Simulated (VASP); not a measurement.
Runs of VASP 6.6.1 on Sn. It takes space group C2/c (No. 15, monoclinic). Conventional cell: a = 3.178 Å, b = 8.342 Å, c = 4.458 Å, α = 90.00°, β = 110.77°, γ = 90.00°. Sn (site symmetry 2) has 10 Sn at 3.05 to 3.79 Å within 4.0 Å. 

| smearing | gap on the mesh (eV) | pressure (GPa) |
| --- | --- | --- |
| fermi-dirac 0.6 eV | none | 1.9 |
| methfessel-paxton 0.1 eV | none | 0.0 |
| methfessel-paxton 0.2 eV | none | 0.0 |
| fermi-dirac 0.3 eV | none | (a) |

Alike in all rows: task single point; level r2SCAN; potentials or basis VASP PAW PBE potentials, release 64 (Sn_d); no spin polarisation; cell as given; k mesh 11 × 11 × 8; cutoff (eV) 520.

Fill in the values left out.

(a) 0.4.

Caveats: the PAW data sets were made with another functional, which shifts forces and pressure a little; spin-orbit coupling is left out, which moves the levels of the heavy elements; so wide a smearing shifts energies and pressures (at least some runs).

A k mesh can miss the band edges, and the runs leave out spin-orbit coupling on Sn.

A gap of «none» marks levels without a gap at the run's occupations.
